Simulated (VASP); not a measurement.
# Si9C3N8 in VASP: notebook

The runs below take Si9C3N8 through single point, with PBE.

Everything below comes from runs of VASP 6.6.1. Logs are shortened: lines on timing, memory, paths and dates and some standing lists are left out, and cuts for length are marked.

**1. The cell of the first run**

The cell holds an amorphous packing of atoms, 20 atoms: a = 6.543 Å, b = 5.881 Å, c = 6.253 Å, α = 90.57°, β = 90.94°, γ = 91.95°.

**2. Single point, PBE**

INCAR

```
  ALGO = Normal
  EDIFF = 1E-7
  ENCUT = 520
  GGA = PE
  ISIF = 2
  ISMEAR = -1
  ISYM = 0
  LASPH = True
  LCHARG = False
  LREAL = Auto
  LWAVE = False
  NBANDS = 60
  NELM = 100
  PREC = Accurate
  SIGMA = 0.2482
```

KPOINTS

```
Automatic mesh
0
Gamma
  1 1 1
  0.25 0.25 0.25
```

POSCAR

```
Si9C3N8
1.0
    6.5417270000     -0.1058040000     -0.0528750000
   -0.1058040000      5.8803450000     -0.0308140000
   -0.0528750000     -0.0308140000      6.2531300000
Si C N
9 3 8
Direct
    0.8605604287      0.7125878298      0.8646571899
    0.7532096177      0.8134820161      0.4187809295
    0.1808384442      0.9577153109      0.8186216938
    0.4897616368      1.1249998502      0.1569255544
    0.4827751235      0.5855147460      0.1281940062
    0.4502508637      0.6576336022      0.6114792650
    0.6520944325      0.2858521864      0.5934080600
    0.0338215643      0.2410570600      0.3132414083
    1.1342820666      0.8696379497      0.2942685004
    0.3191062522      0.8355845911      0.0787289640
    0.3708327471      0.3407235430      0.6667551829
    0.9620073967      0.5117224867      1.0697584022
    0.2303343615      0.2262447509      0.7721780029
    0.5645213027      0.5422398133      0.4117466999
    0.3031019098      0.2158482905      0.3279684994
    0.2314040249      0.8017287621      0.5629663797
    0.6366888365      0.7813678719      0.7527887621
    0.6435661792      0.0861916883      0.3555522550
    0.8948047237      0.3048107426      1.0428184346
    0.7431546276      0.7030289249      0.1323389141
```

Potentials or basis: VASP PAW PBE potentials, release 64 (Si, C, N).

The run is started by

```console
> cat potpaw_PBE.64/Si/POTCAR potpaw_PBE.64/C/POTCAR potpaw_PBE.64/N/POTCAR > POTCAR
> mpirun -np 1 vasp_std > vasp.out
```

OUTCAR:

```text
EDIFF = 1E-7
   ENCUT = 520
   GGA = PE
   ISIF = 2
   ISMEAR = -1
   ISYM = 0
   LASPH = True
   LREAL = Auto
   NELM = 100
   PREC = Accurate

 ion  position               nearest neighbor table
   1  0.861  0.713  0.865-  17 1.68  20 1.85  12 1.88   3 2.52   2 2.94   5 3.07   6 3.10
   2  0.753  0.813  0.419-  18 1.82  20 1.90  14 1.98  17 2.24   6 2.49   9 2.64   5 2.81   1 2.94
                             4 3.03   7 3.07   8 3.14
   3  0.181  0.958  0.819-  13 1.63  16 1.88  10 2.00   1 2.52   6 2.85   4 3.03   9 3.04
   4  0.490  0.125  0.157-  18 1.61  15 1.73  10 2.05   5 2.72   9 2.87   2 3.03   3 3.03   7 3.04

   5  0.483  0.586  0.128-  20 1.82  14 1.87  10 1.87   4 2.72   2 2.81   6 3.06   9 3.06   1 3.07

   6  0.450  0.658  0.611-  14 1.62  17 1.64  16 1.71  11 1.95   2 2.49   7 2.60   3 2.85   5 3.06
                             1 3.10   9 3.14
   7  0.652  0.286  0.593-  18 1.88  11 1.94  14 1.99   6 2.60   4 3.04   2 3.07   8 3.09
   8  0.034  0.241  0.313-  15 1.77  19 1.95  12 2.27   9 2.31   7 3.09   2 3.14
   9  0.134  0.870  0.294-  16 1.84  10 1.84  15 2.29   8 2.31   2 2.64   4 2.87   3 3.04   5 3.06
                             6 3.14
  10  0.319  0.836  0.079-   9 1.84   5 1.87   3 2.00   4 2.05
  11  0.371  0.341  0.667-  13 1.31   7 1.94   6 1.95
  12  0.962  0.512  0.070-  19 1.29   1 1.88  20 1.89   8 2.27
  13  0.230  0.226  0.772-  11 1.31   3 1.63
  14  0.565  0.542  0.412-   6 1.62   5 1.87   2 1.98   7 1.99
  15  0.303  0.216  0.328-   4 1.73   8 1.77   9 2.29
  16  0.231  0.802  0.563-   6 1.71   9 1.84   3 1.88
  17  0.637  0.781  0.753-   6 1.64   1 1.68   2 2.24
  18  0.644  0.086  0.356-   4 1.61   2 1.82   7 1.88
  19  0.895  0.305  0.043-  12 1.29   8 1.95
  20  0.743  0.703  0.132-   5 1.82   1 1.85  12 1.89   2 1.90

IMPORTANT INFORMATION: All symmetrisations will be switched off!
NOSYMM: (Re-)initialisation of all symmetry stuff for point group C_1.

----------------------------------------------------------------------------------------

                                     Primitive cell

  volume of cell :     240.4500

  direct lattice vectors                    reciprocal lattice vectors
     6.541727000 -0.105804000 -0.052875000     0.152920006  0.002758309  0.001306648
    -0.105804000  5.880345000 -0.030814000     0.002758309  0.170112194  0.000861598
    -0.052875000 -0.030814000  6.253130000     0.001306648  0.000861598  0.159935207

  length of vectors
     6.542796221  5.881377501  6.253429464     0.152950462  0.170136737  0.159942865

  position of ions in fractional coordinates (direct lattice)
     0.860560429  0.712587830  0.864657190
     0.753209618  0.813482016  0.418780930
     0.180838444  0.957715311  0.818621694
     0.489761637  0.124999850  0.156925554
     0.482775123  0.585514746  0.128194006
     0.450250864  0.657633602  0.611479265
[... 12 lines left out ...]
     0.894804724  0.304810743  0.042818435
     0.743154628  0.703028925  0.132338914

  ion indices of the primitive-cell ions
   primitive index   ion index
                 1           1
                 2           2
                 3           3
                 4           4
                 5           5
                 6           6
[... 12 lines left out ...]
                19          19
                20          20

----------------------------------------------------------------------------------------

 KPOINTS: Automatic mesh

Automatic generation of k-mesh.
 Grid dimensions read from file:
 generate k-points for:    1    1    1

 Generating k-lattice:

  Cartesian coordinates                     Fractional coordinates (reciprocal lattice)
     0.152920006  0.002758309  0.001306648     1.000000000  0.000000000  0.000000000
     0.002758309  0.170112194  0.000861598     0.000000000  1.000000000  0.000000000
     0.001306648  0.000861598  0.159935207     0.000000000  0.000000000  1.000000000

  Length of vectors
     0.152950462  0.170136737  0.159942865

  Shift w.r.t. Gamma in fractional coordinates (k-lattice)
     0.250000000  0.250000000  0.250000000

 Subroutine IBZKPT returns following result:
 ===========================================

 Found      1 irreducible k-points:

 Following reciprocal coordinates:
            Coordinates               Weight
  0.250000  0.250000  0.250000      2.000000
   k-points           NKPTS =      1   k-points in BZ     NKDIM =      1   number of bands    NBANDS=     60
   number of dos      NEDOS =    301   number of ions     NIONS =     20
   total plane-waves  NPLWV = 115200
   dimension x,y,z NGX =    50 NGY =   48 NGZ =   48
   dimension x,y,z NGXF=   100 NGYF=   96 NGZF=   96
   ions per type =               9   3   8
   NGX,Y,Z   is equivalent  to a cutoff of  12.70, 13.57, 12.76 a.u.
   NGXF,Y,Z  is equivalent  to a cutoff of  25.41, 27.14, 25.52 a.u.
 SYSTEM =  unknown system
   PREC   = accura    normal or accurate (medium, high low for compatibility)
   ISTART =      0    job   : 0-new  1-cont  2-samecut
   ICHARG =      2    charge: 1-file 2-atom 10-const
   ISPIN  =      1    spin polarized calculation?
   LNONCOLLINEAR =      F non collinear calculations
   LSORBIT =      F    spin-orbit coupling
   LASPH  =      T    aspherical Exc in radial PAW
   ENCUT  =  520.0 eV  38.22 Ry    6.18 a.u.  12.17 10.94 11.63*2*pi/ulx,y,z
   NELM   =    100;   NELMIN=  2; NELMDL= -5     # of ELM steps
   EDIFF  = 0.1E-06   stopping-criterion for ELM
   LREAL  =      T    real-space projection
   EDIFFG = 0.1E-05   stopping-criterion for IOM
   NSW    =      0    number of steps for IOM
   IBRION =     -1    ionic relax: 0-MD 1-quasi-New 2-CG
   NFREE  =      0    steps in history (QN), initial steepest desc. (CG)
   ISIF   =      2    stress and relaxation
   ISYM   =      0    0-nonsym 1-usesym 2-fastsym
   POTIM  = 0.5000    time-step for ionic-motion
   TEBEG  =    0.0;   TEEND  =   0.0 temperature during run
   PSTRESS=    0.0 pullay stress
   NELECT =      88.0000    total number of electrons
   NUPDOWN=      -1.0000    fix difference up-down
   EMIN   =  10.00;   EMAX   =-10.00  energy-range for DOS
   EFERMI =   0.00;   METHOD = LEGACY
   ISMEAR =    -1;   SIGMA  =   0.25  broadening in eV -4-tet -1-fermi 0-gaus
   EFERMI_NEDOS =   21; number of points for ismear=-14 and -15
   IALGO  =     38    algorithm
   IMIX   =      4    mixing-type and parameters
     AMIX     =   0.40;   BMIX     =  1.00
     AMIX_MAG =   1.60;   BMIX_MAG =  1.00
  volume/ion in A,a.u.               =      12.02        81.13
  Fermi-wavevector in a.u.,A,eV,Ry     =   1.171011  2.212889 18.657203  1.371266
  Thomas-Fermi vector in A             =   2.307461
   LORBIT       =      0    0 simple, 1 ext, 2 COOP (PROOUT), +10 PAW based schemes
   GGA     = PE    functional components
   LHFCALC =     F    Hartree Fock is set to
   AEXX    =    0.0000 exact exchange contribution
   IVDW    =     0    specifies the selected vdW correction
   LEPSILON=     F    determine dielectric tensor
   LRPA    =     F    only Hartree local field effects (RPA)
 non-spin polarized calculation
  energy-cutoff  :      520.00
  volume of cell :      240.45
 maximum number of plane-waves:      6468
 NGX is ok and might be reduce to    48
   NGX = 25   NGY = 21   NGZ = 23

 number of electron      88.0000001 magnetization

 Free energy of the ion-electron system (eV)
  ---------------------------------------------------
  ext. energy  EPLUGINS =         0.00000000
  ---------------------------------------------------
  free energy    TOTEN  =      -134.02065101 eV

  energy without entropy =     -132.77536629  energy(sigma->0) =     -133.39800865

 E-fermi :   6.4905     XC(G=0): -10.4576

 val. band max:        6.2947908230   @ k =   0.2500   0.2500   0.2500
 cond. band min:       6.7158333750   @ k =   0.2500   0.2500   0.2500
 fundamental gap:      0.4210425521
 Fermi energy:         6.4905359727

 k-point     1 :       0.2500    0.2500    0.2500
  band No.  band energies     occupation
      1     -12.1761      2.00000
      2     -11.7133      2.00000
      3     -11.4333      2.00000
      4     -10.4993      2.00000
      5      -9.9707      2.00000
      6      -9.4777      2.00000
[... 48 lines left out ...]
     55      10.8800      0.00000
     56      11.1007      0.00000
 [bands above 56 left out]

------------------------ aborting loop because EDIFF is reached ----------------------------------------

  FORCE on cell =-STRESS in cart. coord.  units (eV):
  Direction    XX          YY          ZZ          XY          YZ          ZX
  --------------------------------------------------------------------------------------
  -------------------------------------------------------------------------------------
  Total       16.9995517      3.0329721      4.1492101     -3.5589878      0.8492196     -4.4862101
  in kB      113.2721923     20.2094391     27.6472073    -23.7144108      5.6585587    -29.8927209
  external PRESSURE =      53.7096129 kB  Pullay stress =       0.0000000 kB

 VOLUME and BASIS-vectors are now :
 -----------------------------------------------------------------------------
  energy-cutoff  :      520.00
  volume of cell :      240.45
      direct lattice vectors                 reciprocal lattice vectors
     6.541727000 -0.105804000 -0.052875000     0.152920006  0.002758309  0.001306648
    -0.105804000  5.880345000 -0.030814000     0.002758309  0.170112194  0.000861598
    -0.052875000 -0.030814000  6.253130000     0.001306648  0.000861598  0.159935207

 POSITION                                       TOTAL-FORCE (eV/Angst)
 -----------------------------------------------------------------------------------
      5.50844      4.07257      5.33935         0.885490      2.596533      1.949696
      4.81908      4.69096      2.55380         0.570228     -0.193417     -2.793028
      1.03838      5.58734      5.07987        -1.835870     -4.104833     -0.682066
      3.18236      0.67839      0.95153        -2.537461      1.025281     -1.996661
      3.08946      3.38800      0.75804         2.385400     -1.478383      0.423722
      2.84351      3.80063      3.77959        -5.066438     -0.641256      1.740407
[... 12 lines left out ...]
      5.81905      1.69640      0.21104         1.382249     -0.499136      1.915202
      4.78013      4.05135      0.76657         0.234800      1.162442     -1.323994
 -----------------------------------------------------------------------------------
    total drift:                                0.002588     -0.013132     -0.001069

  FREE ENERGIE OF THE ION-ELECTRON SYSTEM (eV)
  ---------------------------------------------------
  free  energy   TOTEN  =      -134.0206510148 eV

  energy  without entropy=     -132.7753662867  energy(sigma->0) =     -133.39800865
```

It took 69 s on 1 thread of Intel Xeon 6975P-C, shared host; peak memory 0.32 GiB.

What came out:

| Item | Value |
| --- | --- |
| Free energy | -134.0207 eV |
| Pressure | 5.4 GPa |
| Largest force | 6.319 eV/Å |
| Band gap on the k mesh | 0.42 eV |

Forces in eV/Å, atoms in the order of the input:
```
Si   0.885  2.597  1.950
Si   0.570 -0.193 -2.793
Si  -1.836 -4.105 -0.682
Si  -2.537  1.025 -1.997
Si   2.385 -1.478  0.424
Si  -5.066 -0.641  1.740
Si   0.958 -0.616 -2.398
Si  -0.500  0.924 -0.487
Si  -0.329 -0.372  2.884
C    0.717  1.069 -1.302
C   -1.944 -1.573  2.973
C   -0.468 -1.452 -0.496
N    1.748  2.833 -1.276
N    2.041  1.096 -2.891
N   -3.547  0.845 -0.263
N    1.029  0.197  0.485
N    0.636  1.454 -1.100
N    3.641 -2.272  4.637
N    1.382 -0.499  1.915
N    0.235  1.162 -1.324
```

Caveat: the k points lie up to 1.07 Å⁻¹ apart.

**3. Single point, PBE**

INCAR

```
SYSTEM = Si9C3N8
ALGO = Normal ; EDIFF = 1E-6
ENCUT = 520 ; GGA = PE
ISIF = 2 ; ISMEAR = -1
ISYM = 0 ; LASPH = .TRUE.
LCHARG = .FALSE. ; LREAL = Auto
LWAVE = .FALSE. ; NBANDS = 60
NELM = 80 ; PREC = Accurate
SIGMA = 0.1379
```

KPOINTS is that of step 2.

POSCAR

```
Si9C3N8
1.0
    6.5417270000     -0.1058040000     -0.0528750000
   -0.1058040000      5.8803450000     -0.0308140000
   -0.0528750000     -0.0308140000      6.2531300000
Si C N
9 3 8
Direct
    0.8302975017      0.7019950393      0.8858383330
    0.7605191437      0.7722242923      0.3583205161
    0.0968422620      0.9408047742      0.8876923226
    0.3863513359      0.1118021265      0.2528577525
    0.4165319494      0.5560422835      0.1345399846
    0.4325186527      0.6068044304      0.6217042498
    0.6959739427      0.2840273920      0.5220103600
   -0.0091314530      0.3778440081      0.3154821761
    0.1071617589      0.8258843529      0.4071130743
    0.2667105978      0.8395359935      0.1646080899
    0.3761436510      0.3168335779      0.7361667685
    0.8161702126      0.2934408765     -0.1785059503
    0.2714397532      0.1945442617      0.8370534538
    0.4893297001      0.4909888689      0.3817063837
    0.1479008237      0.1682168321      0.3766959410
    0.2049435920      0.7384272376      0.6654463108
    0.6731619419      0.6940530594      0.6439349556
    0.6668169265      0.0541573414      0.3393896735
    0.9231716680      0.1926210172     -0.0467715966
    0.6746759751      0.7242007018      0.1072096714
```

Potentials or basis: VASP PAW PBE potentials, release 64 (Si, C, N).

The run is started by

```console
> cat potpaw_PBE.64/Si/POTCAR potpaw_PBE.64/C/POTCAR potpaw_PBE.64/N/POTCAR > POTCAR
> mpirun -np 1 vasp_std > vasp.out
```

Run time: 65 s. Hardware: 1 thread of Intel Xeon 6975P-C, shared host; peak memory 0.32 GiB.

It converged, with:

```yaml
Free_energy: -138.1670 eV
Pressure: 4.2 GPa
Largest_force: 3.968 eV/Å
Band_gap_on_the_k_mesh: 0.51 eV
```

Forces on the atoms (eV/Å):
```
Si  -2.929 -2.672 -0.183
Si  -0.971  1.454  2.462
Si   2.766 -0.079  1.296
Si   1.022  1.032 -0.210
Si   0.361  1.602 -1.996
Si  -2.103 -0.739  1.023
Si   0.172  0.979 -0.635
Si   0.149  0.198 -0.466
Si  -0.195  1.434 -0.156
C   -0.471 -1.035 -1.722
C    1.484  0.889 -0.169
C   -0.025  2.180  1.053
N   -1.604 -3.161 -0.009
N    0.442 -1.584  1.450
N    0.924 -1.971  1.024
N    0.207  1.684 -1.359
N    3.223  1.691  1.347
N   -2.857  0.964  1.014
N    0.142 -0.692 -0.843
N    0.265 -2.175 -2.921
```

Stress tensor (GPa, compression positive):
```
4.07 6.80 1.10
6.80 0.92 4.37
1.10 4.37 7.63
```

Levels at points of the mesh, in eV from the valence-band top:
```
           k point  band 42  band 43  band 44  band 45  band 46  band 47
(0.25, 0.25, 0.25)    -0.81    -0.34     0.00     0.51     0.92     1.46
```

Caveat: the k points lie up to 1.07 Å⁻¹ apart.
